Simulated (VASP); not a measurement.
# Zn7Se8 (a cell with a defect) in VASP: relaxation of the atoms with PBE

Aim: the relaxation of the atoms of Zn7Se8 (a cell with a defect) with PBE.

Program: VASP 6.6.1. These are calculated values, not measurements. Logs are shortened: lines on timing, memory, paths and dates and some standing lists are left out, and cuts for length are marked.

## (1) The cell of the first run

The cell holds a defect, 15 atoms: a = 8.106 Å, b = 8.106 Å, c = 8.106 Å, α = 60.00°, β = 60.00°, γ = 60.00°.

## (2) Relaxation of the atoms, PBE (atoms taken out)

Contents of INCAR:

```
ALGO = Normal ; EDIFF = 1E-6
EDIFFG = -0.02 ; ENCUT = 520
GGA = PE ; IBRION = 2
ISIF = 2 ; ISMEAR = 0
LASPH = True ; LCHARG = False
LREAL = Auto ; LWAVE = False
NELECT = 134.0 ; NELM = 80
NSW = 80 ; PREC = Accurate
SIGMA = 0.02
```

Contents of KPOINTS:

```
k-points
0
Gamma
  2 2 2
```

Contents of POSCAR:

```
Zn7Se8
1.0
    0.0000000000      5.7317611763     -5.7317611763
    5.7317611763      5.7317611763      0.0000000000
    5.7317611763      0.0000000000     -5.7317611763
Zn Se
7 8
Direct
    0.5000000000      0.5000000000      0.0000000000
    1.0000000000      0.5000000000      0.0000000000
    1.0000000000      0.0000000000      0.0000000000
    0.5000000000      0.5000000000      0.5000000000
    0.5000000000      0.0000000000      0.5000000000
    1.0000000000      0.5000000000      0.5000000000
    1.0000000000      0.0000000000      0.5000000000
    0.3750000000      0.3750000000      0.3750000000
    0.3750000000      0.8750000000      0.3750000000
    0.8750000000      0.3750000000      0.3750000000
    0.8750000000      0.8750000000      0.3750000000
    0.3750000000      0.3750000000      0.8750000000
    0.3750000000      0.8750000000      0.8750000000
    0.8750000000      0.3750000000      0.8750000000
    0.8750000000      0.8750000000      0.8750000000
```

Potentials or basis: VASP PAW PBE potentials, release 64 (Zn, Se).

Launch:

```
$ cat potpaw_PBE.64/Zn/POTCAR potpaw_PBE.64/Se/POTCAR > POTCAR
$ mpirun -np 1 vasp_std > vasp.out
```

OUTCAR:

```text
EDIFF = 1E-6
   EDIFFG = -0.02
   ENCUT = 520
   GGA = PE
   IBRION = 2
   ISIF = 2
   ISMEAR = 0
   LASPH = True
   LREAL = Auto
   NELECT = 134.0
   NELM = 80
   NSW = 80
   PREC = Accurate

 ion  position               nearest neighbor table
   1  0.500  0.500  0.000-   8 2.48  13 2.48  14 2.48  12 2.48
   2  0.000  0.500  0.000-  10 2.48  12 2.48  15 2.48  14 2.48
   3  0.000  0.000  0.000-  11 2.48  13 2.48  14 2.48  15 2.48
   4  0.500  0.500  0.500-   9 2.48  10 2.48  12 2.48   8 2.48
   5  0.500  0.000  0.500-   8 2.48  11 2.48  13 2.48   9 2.48
   6  0.000  0.500  0.500-   8 2.48  11 2.48  14 2.48  10 2.48
   7  0.000  0.000  0.500-   9 2.48  10 2.48  15 2.48  11 2.48
   8  0.375  0.375  0.375-   1 2.48   5 2.48   6 2.48   4 2.48
   9  0.375  0.875  0.375-   4 2.48   7 2.48   5 2.48
  10  0.875  0.375  0.375-   2 2.48   4 2.48   7 2.48   6 2.48
  11  0.875  0.875  0.375-   3 2.48   5 2.48   6 2.48   7 2.48
  12  0.375  0.375  0.875-   2 2.48   4 2.48   1 2.48
  13  0.375  0.875  0.875-   1 2.48   3 2.48   5 2.48
  14  0.875  0.375  0.875-   1 2.48   3 2.48   6 2.48   2 2.48
  15  0.875  0.875  0.875-   2 2.48   7 2.48   3 2.48

  LATTYP: Found a face centered cubic cell.
 ALAT       =    11.4635223526

  Lattice vectors:

 A1 = (   0.0000000000,   5.7317611763,  -5.7317611763)
 A2 = (   5.7317611763,   5.7317611763,   0.0000000000)
 A3 = (   5.7317611763,   0.0000000000,  -5.7317611763)

Analysis of symmetry for initial positions (statically):
=====================================================================
 Subroutine PRICEL returns:
 Original cell was already a primitive cell.

 Routine SETGRP: Setting up the symmetry group for a
 face centered cubic supercell.

 Subroutine GETGRP returns: Found 24 space group operations
 (whereof  4 operations were pure point group operations)
 out of a pool of 48 trial point group operations.

The static configuration has the point symmetry C_2v.
 The point group associated with its full space group is T_d .

Analysis of symmetry for dynamics (positions and initial velocities):
=====================================================================
 Subroutine PRICEL returns:
 Original cell was already a primitive cell.

 Routine SETGRP: Setting up the symmetry group for a
 face centered cubic supercell.

 Subroutine GETGRP returns: Found 24 space group operations
 (whereof  4 operations were pure point group operations)
 out of a pool of 48 trial point group operations.

The dynamic configuration has the point symmetry C_2v.
 The point group associated with its full space group is T_d .

 Subroutine INISYM returns: Found 24 space group operations
 (whereof  4 operations are pure point group operations),
 and found     1 'primitive' translations

----------------------------------------------------------------------------------------

                                     Primitive cell

  volume of cell :     376.6121

  direct lattice vectors                    reciprocal lattice vectors
     0.000000000  5.731761176 -5.731761176    -0.087233223  0.087233223 -0.087233223
     5.731761176  5.731761176  0.000000000     0.087233223  0.087233223  0.087233223
     5.731761176  0.000000000 -5.731761176     0.087233223 -0.087233223 -0.087233223

  length of vectors
     8.105934392  8.105934392  8.105934392     0.151092374  0.151092374  0.151092374

  position of ions in fractional coordinates (direct lattice)
     0.500000000  0.500000000  0.000000000
     0.000000000  0.500000000  0.000000000
     0.000000000  0.000000000  0.000000000
     0.500000000  0.500000000  0.500000000
     0.500000000  0.000000000  0.500000000
     0.000000000  0.500000000  0.500000000
     0.000000000  0.000000000  0.500000000
     0.375000000  0.375000000  0.375000000
     0.375000000  0.875000000  0.375000000
     0.875000000  0.375000000  0.375000000
     0.875000000  0.875000000  0.375000000
     0.375000000  0.375000000  0.875000000
     0.375000000  0.875000000  0.875000000
     0.875000000  0.375000000  0.875000000
     0.875000000  0.875000000  0.875000000

  ion indices of the primitive-cell ions
   primitive index   ion index
                 1           1
                 2           2
                 3           3
                 4           4
                 5           5
                 6           6
                 7           7
                 8           8
                 9           9
                10          10
                11          11
                12          12
                13          13
                14          14
                15          15

----------------------------------------------------------------------------------------

 KPOINTS: k-points

Automatic generation of k-mesh.
 Grid dimensions read from file:
 generate k-points for:    2    2    2

 Generating k-lattice:

  Cartesian coordinates                     Fractional coordinates (reciprocal lattice)
    -0.043616611  0.043616611 -0.043616611     0.500000000  0.000000000  0.000000000
     0.043616611  0.043616611  0.043616611     0.000000000  0.500000000  0.000000000
     0.043616611 -0.043616611 -0.043616611     0.000000000  0.000000000  0.500000000

  Length of vectors
     0.075546187  0.075546187  0.075546187

  Shift w.r.t. Gamma in fractional coordinates (k-lattice)
     0.000000000  0.000000000  0.000000000

 Subroutine IBZKPT returns following result:
 ===========================================

 Found      3 irreducible k-points:

 Following reciprocal coordinates:
            Coordinates               Weight
  0.000000  0.000000  0.000000      1.000000
  0.500000  0.000000  0.000000      4.000000
  0.500000  0.500000  0.000000      3.000000
   k-points           NKPTS =      3   k-points in BZ     NKDIM =      3   number of bands    NBANDS=     80
   number of dos      NEDOS =    301   number of ions     NIONS =     15
   total plane-waves  NPLWV = 216000
   dimension x,y,z NGX =    60 NGY =   60 NGZ =   60
   dimension x,y,z NGXF=   120 NGYF=  120 NGZF=  120
   ions per type =               7   8
   NGX,Y,Z   is equivalent  to a cutoff of  12.31, 12.31, 12.31 a.u.
   NGXF,Y,Z  is equivalent  to a cutoff of  24.61, 24.61, 24.61 a.u.
 SYSTEM =  unknown system
   PREC   = accura    normal or accurate (medium, high low for compatibility)
   ISTART =      0    job   : 0-new  1-cont  2-samecut
   ICHARG =      2    charge: 1-file 2-atom 10-const
   ISPIN  =      1    spin polarized calculation?
   LNONCOLLINEAR =      F non collinear calculations
   LSORBIT =      F    spin-orbit coupling
   LASPH  =      T    aspherical Exc in radial PAW
   ENCUT  =  520.0 eV  38.22 Ry    6.18 a.u.  15.07 15.07 15.07*2*pi/ulx,y,z
   NELM   =     80;   NELMIN=  2; NELMDL= -5     # of ELM steps
   EDIFF  = 0.1E-05   stopping-criterion for ELM
   LREAL  =      T    real-space projection
   EDIFFG = -.2E-01   stopping-criterion for IOM
   NSW    =     80    number of steps for IOM
   IBRION =      2    ionic relax: 0-MD 1-quasi-New 2-CG
   NFREE  =      1    steps in history (QN), initial steepest desc. (CG)
   ISIF   =      2    stress and relaxation
   ISYM   =      2    0-nonsym 1-usesym 2-fastsym
   POTIM  = 0.5000    time-step for ionic-motion
   TEBEG  =    0.0;   TEEND  =   0.0 temperature during run
   PSTRESS=    0.0 pullay stress
   NELECT =     134.0000    total number of electrons
   NUPDOWN=      -1.0000    fix difference up-down
   EMIN   =  10.00;   EMAX   =-10.00  energy-range for DOS
   EFERMI =   0.00;   METHOD = LEGACY
   ISMEAR =     0;   SIGMA  =   0.02  broadening in eV -4-tet -1-fermi 0-gaus
   EFERMI_NEDOS =   21; number of points for ismear=-14 and -15
   IALGO  =     38    algorithm
   IMIX   =      4    mixing-type and parameters
     AMIX     =   0.40;   BMIX     =  1.00
     AMIX_MAG =   1.60;   BMIX_MAG =  1.00
  volume/ion in A,a.u.               =      25.11       169.43
  Fermi-wavevector in a.u.,A,eV,Ry     =   1.160054  2.192185 18.309716  1.345726
  Thomas-Fermi vector in A             =   2.296641
   LORBIT       =      0    0 simple, 1 ext, 2 COOP (PROOUT), +10 PAW based schemes
   GGA     = PE    functional components
   LHFCALC =     F    Hartree Fock is set to
   AEXX    =    0.0000 exact exchange contribution
   IVDW    =     0    specifies the selected vdW correction
   LEPSILON=     F    determine dielectric tensor
   LRPA    =     F    only Hartree local field effects (RPA)
 conjugate gradient relaxation of ions
 non-spin polarized calculation
 Gauss-broadening in eV      SIGMA  =   0.02
  energy-cutoff  :      520.00
  volume of cell :      376.61
 maximum number of plane-waves:     10190
   NGX = 31   NGY = 31   NGZ = 31

--------------------------------------- Ionic step        1  -------------------------------------------

 number of electron     134.0000123 magnetization

 Free energy of the ion-electron system (eV)
  ---------------------------------------------------
  ext. energy  EPLUGINS =         0.00000000
  ---------------------------------------------------
  free energy    TOTEN  =       -41.01567973 eV

  energy without entropy =      -41.01567973  energy(sigma->0) =      -41.01567973

------------------------ aborting loop because EDIFF is reached ----------------------------------------

  FORCE on cell =-STRESS in cart. coord.  units (eV):
  Direction    XX          YY          ZZ          XY          YZ          ZX
  --------------------------------------------------------------------------------------
  -------------------------------------------------------------------------------------
  Total       13.4077083     13.4077083     13.4077083      0.0000000     -0.0000000      0.0000000
  in kB       57.0388656     57.0388656     57.0388656      0.0000000     -0.0000000      0.0000000
  external PRESSURE =      57.0388656 kB  Pullay stress =       0.0000000 kB
[... 328 lines left out ...]
  energy  without entropy=      -41.5917784804  energy(sigma->0) =      -41.59177848

--------------------------------------- Ionic step        8  -------------------------------------------

 number of electron     133.9999978 magnetization

 Free energy of the ion-electron system (eV)
  ---------------------------------------------------
  ext. energy  EPLUGINS =         0.00000000
  ---------------------------------------------------
  free energy    TOTEN  =       -41.59178460 eV

  energy without entropy =      -41.59178460  energy(sigma->0) =      -41.59178460

 E-fermi :   1.3510     XC(G=0):  -9.0225

 val. band max:        1.2436851591   @ k =   0.0000   0.0000   0.0000
 cond. band min:       2.3717129665   @ k =   0.0000   0.0000   0.0000
 fundamental gap:      1.1280278073
 Fermi energy:         1.3509945567

 k-point     1 :       0.0000    0.0000    0.0000
  band No.  band energies     occupation
      1     -11.8100      2.00000
      2     -11.1207      2.00000
      3     -11.1207      2.00000
      4     -11.1207      2.00000
      5     -10.9578      2.00000
      6     -10.7067      2.00000
[... 235 lines left out ...]
     78       6.3333      0.00000
     79       7.0124      0.00000
 [bands above 79 left out]

------------------------ aborting loop because EDIFF is reached ----------------------------------------

  FORCE on cell =-STRESS in cart. coord.  units (eV):
  Direction    XX          YY          ZZ          XY          YZ          ZX
  --------------------------------------------------------------------------------------
  -------------------------------------------------------------------------------------
  Total       11.6204425     11.6204425     11.6204425      0.0000000      0.0000000      0.0000000
  in kB       49.4355070     49.4355070     49.4355070      0.0000000      0.0000000      0.0000000
  external PRESSURE =      49.4355070 kB  Pullay stress =       0.0000000 kB
[... 30 lines left out ...]
  FREE ENERGIE OF THE ION-ELECTRON SYSTEM (eV)
  ---------------------------------------------------
  free  energy   TOTEN  =       -41.5917846006 eV

  energy  without entropy=      -41.5917846006  energy(sigma->0) =      -41.59178460

 reached required accuracy - stopping structural energy minimisation
```

It took 14 min on 1 thread of Intel Xeon Platinum 8259CL at 2.50GHz (Skylake/Cascade Lake), shared host; peak memory 0.55 GiB.

What came out:

```
Free energy                  : -41.5918 eV
Energy gained by relaxing    : 38.4 meV/atom
Ionic steps                  : 8
Largest force after relaxing : 0.020 eV/Å
```

Forces in eV/Å, atoms in the order of the input:
```
Zn   0.000  0.000 -0.020
Zn   0.000 -0.020  0.000
Zn   0.020  0.000  0.000
Zn  -0.020  0.000  0.000
Zn   0.000  0.020  0.000
Zn   0.000  0.000  0.000
Zn   0.000  0.000  0.020
Se   0.010 -0.010  0.010
Se  -0.004  0.004  0.004
Se   0.010  0.010 -0.010
Se  -0.010 -0.010 -0.010
Se  -0.004 -0.004 -0.004
Se   0.004  0.004 -0.004
Se  -0.010  0.010  0.010
Se   0.004 -0.004  0.004
```

Step by step:
```csv
step,energy change (eV),largest force (eV/Å),pressure (GPa)
1,0.0000,0.9698,5.70
2,-0.2660,0.6499,5.60
3,-0.5297,0.3196,5.43
4,-0.5394,0.3494,5.46
5,-0.5699,0.1511,5.15
6,-0.5754,0.0443,4.85
7,-0.5761,0.0208,4.94
8,-0.5761,0.0195,4.94
```

Final structure:
```
Zn Se
1.0
     0.00000    5.73176   -5.73176
     5.73176    5.73176    0.00000
     5.73176    0.00000   -5.73176
Zn Se
7 8
Cartesian
  8.5976 5.7318 -8.4358
  8.5976 3.0278 -5.7318
  11.3016 5.7318 -5.7318
  5.8936 5.7318 -5.7318
  8.5976 8.4358 -5.7318
  5.7318 2.8659 -2.8659
  8.5976 5.7318 -3.0278
  4.2883 4.3094 -4.3094
  7.0916 7.2378 -4.2257
  4.2883 7.1542 -7.1542
  7.1752 10.0411 -7.1542
  7.0916 4.2257 -7.2378
  10.1037 7.2378 -7.2378
  7.1752 7.1542 -10.0411
  10.1037 9.9575 -9.9575
```

Caveat: the k points lie up to 0.47 Å⁻¹ apart; the cell carries a net charge on a neutralising background, which shifts energy and pressure; the cell differs from its parent crystal (atoms taken out); the cell is charged against a uniform background, so pressure and absolute levels hang on convention.
